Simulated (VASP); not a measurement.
# Ge2BiP3 (P6/mmm) in VASP: notebook

Ge2BiP3 is run at these levels: PBE; tasks: single point, relaxation of cell and atoms.

Everything below comes from runs of VASP 6.6.1. Logs are shortened: lines on timing, memory, paths and dates and some standing lists are left out, and cuts for length are marked.

### 1 The cell of the first run

It takes space group P6/mmm (No. 191, hexagonal). The conventional cell has a = 6.499 Å, b = 6.499 Å, c = 3.379 Å, α = 90.00°, β = 90.00°, γ = 120.00°. Ge (site symmetry -6m2) has 6 P at 2.52 Å within 3.3 Å. Bi (site symmetry 6/mmm) has 2 Bi at 3.38 Å and 12 P at 3.66 Å and 6 Ge at 3.75 Å within 4.4 Å. Within 3.3 Å of P (site symmetry mmm) lie 4 Ge at 2.52 Å and 4 P at 3.25 Å.

### 2 Single point, PBE

Contents of INCAR:

```
SYSTEM = Ge2BiP3
PREC = Accurate
ENCUT = 520
EDIFF = 1E-6
ISMEAR = 0
SIGMA = 0.1
LREAL = .False.
LASPH = .True.
NELM = 100
ALGO = Normal
ISIF = 2
LWAVE = .False.
LCHARG = .True.
GGA = PE
LELF = .True.
LVHAR = .True.
NBANDS = 38
```

Contents of KPOINTS:

```
regular mesh
0
Gamma
  6 6 10
  0 0 0
```

Contents of POSCAR:

```
Ge2BiP3
1.0
    6.4987532237     -0.0000000030      0.0000000000
   -3.2493766093      5.6280853862      0.0000000000
    0.0000000000      0.0000000000      3.3787519896
Ge Bi P
2 1 3
Direct
    0.6666666667      0.3333333333      0.0000000000
    0.3333333333      0.6666666667      0.0000000000
    0.0000000000      0.0000000000      0.0000000000
    0.5000000000      0.0000000000      0.5000000000
    0.0000000000      0.5000000000      0.5000000000
    0.5000000000      0.5000000000      0.5000000000
```

Potentials or basis: VASP PAW PBE potentials, release 64 (Ge_d, Bi_d, P).

Started as:

```bash
> cat potpaw_PBE.64/Ge_d/POTCAR potpaw_PBE.64/Bi_d/POTCAR potpaw_PBE.64/P/POTCAR > POTCAR
> mpirun -np 1 vasp_std > vasp.out
```

OUTCAR:

```text
SYSTEM = Ge2BiP3
   PREC = Accurate
   ENCUT = 520
   EDIFF = 1E-6
   ISMEAR = 0
   LREAL = .False.
   LASPH = .True.
   NELM = 100
   ISIF = 2
   GGA = PE

 ion  position               nearest neighbor table
   1  0.667  0.333  0.000-   5 2.52   5 2.52   4 2.52   4 2.52   6 2.52   6 2.52
   2  0.333  0.667  0.000-   5 2.52   5 2.52   4 2.52   4 2.52   6 2.52   6 2.52
   3  0.000  0.000  0.000-
   4  0.500  0.000  0.500-   1 2.52   2 2.52   1 2.52   2 2.52
   5  0.000  0.500  0.500-   1 2.52   2 2.52   1 2.52   2 2.52
   6  0.500  0.500  0.500-   1 2.52   2 2.52   1 2.52   2 2.52

  LATTYP: Found a hexagonal cell.
 ALAT       =     6.4987532237
 C/A-ratio  =     0.5199077228

  Lattice vectors:

 A1 = (   6.4987532237,  -0.0000000030,   0.0000000000)
 A2 = (  -3.2493766093,   5.6280853862,   0.0000000000)
 A3 = (   0.0000000000,   0.0000000000,   3.3787519896)

Analysis of symmetry for initial positions (statically):
=====================================================================
 Subroutine PRICEL returns:
 Original cell was already a primitive cell.

 Routine SETGRP: Setting up the symmetry group for a
 hexagonal supercell.

 Subroutine GETGRP returns: Found 24 space group operations
 (whereof 24 operations were pure point group operations)
 out of a pool of 24 trial point group operations.

The static configuration has the point symmetry D_6h.

Analysis of symmetry for dynamics (positions and initial velocities):
=====================================================================
 Subroutine PRICEL returns:
 Original cell was already a primitive cell.

 Routine SETGRP: Setting up the symmetry group for a
 hexagonal supercell.

 Subroutine GETGRP returns: Found 24 space group operations
 (whereof 24 operations were pure point group operations)
 out of a pool of 24 trial point group operations.

The dynamic configuration has the point symmetry D_6h.

 Subroutine INISYM returns: Found 24 space group operations
 (whereof 24 operations are pure point group operations),
 and found     1 'primitive' translations

----------------------------------------------------------------------------------------

                                     Primitive cell

  volume of cell :     123.5797

  direct lattice vectors                    reciprocal lattice vectors
     6.498753224 -0.000000003  0.000000000     0.153875669  0.088840159  0.000000000
    -3.249376609  5.628085386  0.000000000     0.000000000  0.177680318  0.000000000
     0.000000000  0.000000000  3.378751990     0.000000000  0.000000000  0.295967269

  length of vectors
     6.498753224  6.498753224  3.378751990     0.177680318  0.177680318  0.295967269

  position of ions in fractional coordinates (direct lattice)
     0.666666667  0.333333333  0.000000000
     0.333333333  0.666666667  0.000000000
     0.000000000  0.000000000  0.000000000
     0.500000000  0.000000000  0.500000000
     0.000000000  0.500000000  0.500000000
     0.500000000  0.500000000  0.500000000

  ion indices of the primitive-cell ions
   primitive index   ion index
                 1           1
                 2           2
                 3           3
                 4           4
                 5           5
                 6           6

----------------------------------------------------------------------------------------

 KPOINTS: regular mesh

Automatic generation of k-mesh.
 Grid dimensions read from file:
 generate k-points for:    6    6   10

 Generating k-lattice:

  Cartesian coordinates                     Fractional coordinates (reciprocal lattice)
     0.025645945  0.014806693  0.000000000     0.166666667  0.000000000  0.000000000
     0.000000000  0.029613386  0.000000000     0.000000000  0.166666667  0.000000000
     0.000000000  0.000000000  0.029596727     0.000000000  0.000000000  0.100000000

  Length of vectors
     0.029613386  0.029613386  0.029596727

  Shift w.r.t. Gamma in fractional coordinates (k-lattice)
     0.000000000  0.000000000  0.000000000

 Subroutine IBZKPT returns following result:
 ===========================================

 Found     42 irreducible k-points:

 Following reciprocal coordinates:
            Coordinates               Weight
  0.000000  0.000000  0.000000      1.000000
  0.166667  0.000000  0.000000      6.000000
  0.333333  0.000000  0.000000      6.000000
  0.500000  0.000000  0.000000      3.000000
  0.166667  0.166667  0.000000      6.000000
  0.333333  0.166667  0.000000     12.000000
[... 16 lines left out ...]
  0.166667  0.000000  0.300000     12.000000
  0.333333  0.000000  0.300000     12.000000
 [... further k-points ...]
   k-points           NKPTS =     42   k-points in BZ     NKDIM =     42   number of bands    NBANDS=     38
   number of dos      NEDOS =    301   number of ions     NIONS =      6
   total plane-waves  NPLWV =  64512
   dimension x,y,z NGX =    48 NGY =   48 NGZ =   28
   dimension x,y,z NGXF=    96 NGYF=   96 NGZF=   56
   ions per type =               2   1   3
   NGX,Y,Z   is equivalent  to a cutoff of  12.28, 12.28, 13.78 a.u.
   NGXF,Y,Z  is equivalent  to a cutoff of  24.56, 24.56, 27.55 a.u.
 SYSTEM =  Ge2BiP3
   PREC   = accura    normal or accurate (medium, high low for compatibility)
   ISTART =      0    job   : 0-new  1-cont  2-samecut
   ICHARG =      2    charge: 1-file 2-atom 10-const
   ISPIN  =      1    spin polarized calculation?
   LNONCOLLINEAR =      F non collinear calculations
   LSORBIT =      F    spin-orbit coupling
   LASPH  =      T    aspherical Exc in radial PAW
   ENCUT  =  520.0 eV  38.22 Ry    6.18 a.u.  12.08 12.08  6.28*2*pi/ulx,y,z
   NELM   =    100;   NELMIN=  2; NELMDL= -5     # of ELM steps
   EDIFF  = 0.1E-05   stopping-criterion for ELM
   LREAL  =      F    real-space projection
   EDIFFG = 0.1E-04   stopping-criterion for IOM
   NSW    =      0    number of steps for IOM
   IBRION =     -1    ionic relax: 0-MD 1-quasi-New 2-CG
   NFREE  =      0    steps in history (QN), initial steepest desc. (CG)
   ISIF   =      2    stress and relaxation
   ISYM   =      2    0-nonsym 1-usesym 2-fastsym
   POTIM  = 0.5000    time-step for ionic-motion
   TEBEG  =    0.0;   TEEND  =   0.0 temperature during run
   PSTRESS=    0.0 pullay stress
   NELECT =      58.0000    total number of electrons
   NUPDOWN=      -1.0000    fix difference up-down
   EMIN   =  10.00;   EMAX   =-10.00  energy-range for DOS
   EFERMI =   0.00;   METHOD = LEGACY
   ISMEAR =     0;   SIGMA  =   0.10  broadening in eV -4-tet -1-fermi 0-gaus
   EFERMI_NEDOS =   21; number of points for ismear=-14 and -15
   IALGO  =     38    algorithm
   IMIX   =      4    mixing-type and parameters
     AMIX     =   0.40;   BMIX     =  1.00
     AMIX_MAG =   1.60;   BMIX_MAG =  1.00
  volume/ion in A,a.u.               =      20.60       138.99
  Fermi-wavevector in a.u.,A,eV,Ry     =   1.272238  2.404182 22.022260  1.618590
  Thomas-Fermi vector in A             =   2.405128
   LORBIT       =      0    0 simple, 1 ext, 2 COOP (PROOUT), +10 PAW based schemes
   GGA     = PE    functional components
   LHFCALC =     F    Hartree Fock is set to
   AEXX    =    0.0000 exact exchange contribution
   IVDW    =     0    specifies the selected vdW correction
   LEPSILON=     F    determine dielectric tensor
   LRPA    =     F    only Hartree local field effects (RPA)
 non-spin polarized calculation
 Gauss-broadening in eV      SIGMA  =   0.10
  energy-cutoff  :      520.00
  volume of cell :      123.58
 maximum number of plane-waves:      3361
   NGX = 25   NGY = 25   NGZ = 13

 number of electron      57.9999980 magnetization

 Free energy of the ion-electron system (eV)
  ---------------------------------------------------
  ext. energy  EPLUGINS =         0.00000000
  ---------------------------------------------------
  free energy    TOTEN  =       -25.82979138 eV

  energy without entropy =      -25.80970577  energy(sigma->0) =      -25.81974858

 E-fermi :   6.8548     XC(G=0): -10.5386

 val. band max:        6.8533783955   @ k =   0.1667   0.1667   0.4000
 cond. band min:       6.8797355225   @ k =   0.3333   0.3333   0.5000
 fundamental gap:      0.0263571270
 Fermi energy:         6.8547537139

 k-point     1 :       0.0000    0.0000    0.0000
  band No.  band energies     occupation
      1     -17.8537      2.00000
      2     -17.8537      2.00000
      3     -17.8534      2.00000
      4     -17.8491      2.00000
      5     -17.8473      2.00000
      6     -17.8473      2.00000
[... 30 lines left out ...]
     37      11.0894      0.00000
     38      12.3504      0.00000

 k-point     2 :       0.1667    0.0000    0.0000
  band No.  band energies     occupation
      1     -17.8542      2.00000
      2     -17.8538      2.00000
      3     -17.8533      2.00000
      4     -17.8491      2.00000
      5     -17.8474      2.00000
      6     -17.8471      2.00000
[... 30 lines left out ...]
     37      10.9941      0.00000
     38      12.4963      0.00000

 k-point     3 :       0.3333    0.0000    0.0000
  band No.  band energies     occupation
      1     -17.8551      2.00000
      2     -17.8542      2.00000
      3     -17.8530      2.00000
      4     -17.8492      2.00000
      5     -17.8475      2.00000
      6     -17.8466      2.00000
[... 30 lines left out ...]
     37      11.9346      0.00000
     38      12.8943      0.00000

 k-point     4 :       0.5000    0.0000    0.0000
  band No.  band energies     occupation
      1     -17.8555      2.00000
      2     -17.8544      2.00000
      3     -17.8528      2.00000
      4     -17.8493      2.00000
      5     -17.8475      2.00000
      6     -17.8462      2.00000
[... 30 lines left out ...]
     37      12.1738      0.00000
     38      12.8381      0.00000
[... 703 lines left out ...]
      4     -17.8533      2.00000
      5     -17.8514      2.00000
      6     -17.8514      2.00000
[... 30 lines left out ...]
     37      11.8257      0.00000
     38      12.4901      0.00000

 k-point    23 :       0.1667    0.0000    0.3000
  band No.  band energies     occupation
      1     -17.8608      2.00000
      2     -17.8603      2.00000
      3     -17.8537      2.00000
      4     -17.8533      2.00000
      5     -17.8519      2.00000
      6     -17.8514      2.00000
[... 30 lines left out ...]
     37      12.3446      0.00000
     38      12.4011      0.00000

 k-point    24 :       0.3333    0.0000    0.3000
  band No.  band energies     occupation
      1     -17.8609      2.00000
      2     -17.8593      2.00000
      3     -17.8547      2.00000
      4     -17.8531      2.00000
      5     -17.8528      2.00000
      6     -17.8514      2.00000
[... 30 lines left out ...]
     37      12.6533      0.00000
     38      12.7381      0.00000

 [... further k-points ...]

------------------------ aborting loop because EDIFF is reached ----------------------------------------

  FORCE on cell =-STRESS in cart. coord.  units (eV):
  Direction    XX          YY          ZZ          XY          YZ          ZX
  --------------------------------------------------------------------------------------
  -------------------------------------------------------------------------------------
  Total       -0.0224773     -0.0224773     -0.0274524      0.0000000      0.0000000      0.0000000
  in kB       -0.2914128     -0.2914128     -0.3559128      0.0000000      0.0000000      0.0000000
  external PRESSURE =      -0.3129128 kB  Pullay stress =       0.0000000 kB

 VOLUME and BASIS-vectors are now :
 -----------------------------------------------------------------------------
  energy-cutoff  :      520.00
  volume of cell :      123.58
      direct lattice vectors                 reciprocal lattice vectors
     6.498753224 -0.000000003  0.000000000     0.153875669  0.088840159  0.000000000
    -3.249376609  5.628085386  0.000000000     0.000000000  0.177680318  0.000000000
     0.000000000  0.000000000  3.378751990     0.000000000  0.000000000  0.295967269

 POSITION                                       TOTAL-FORCE (eV/Angst)
 -----------------------------------------------------------------------------------
      3.24938      1.87603      0.00000        -0.000000     -0.000000     -0.000000
      0.00000      3.75206      0.00000         0.000000      0.000000      0.000000
      0.00000      0.00000      0.00000        -0.000000      0.000000      0.000000
      3.24938     -0.00000      1.68938        -0.000000      0.000000      0.000000
     -1.62469      2.81404      1.68938        -0.000000      0.000000      0.000000
      1.62469      2.81404      1.68938        -0.000000      0.000000      0.000000
 -----------------------------------------------------------------------------------
    total drift:                               -0.000000      0.000000      0.000000

  FREE ENERGIE OF THE ION-ELECTRON SYSTEM (eV)
  ---------------------------------------------------
  free  energy   TOTEN  =       -25.8297913805 eV

  energy  without entropy=      -25.8097057741  energy(sigma->0) =      -25.81974858
```

Run time: 78 s. Hardware: 1 thread of Intel Xeon 6975P-C (Granite Rapids), shared host; peak memory 0.35 GiB.

Results:

```
Free energy            : -25.8298 eV
Pressure               : 0.0 GPa
Band gap on the k mesh : zero (band 29 reaches 7.52 eV, above the bottom of band 30 at 6.09 eV)
```

Caveat: spin-orbit coupling is left out, which moves the levels of the heavy elements.

[end of part 1 of 2]
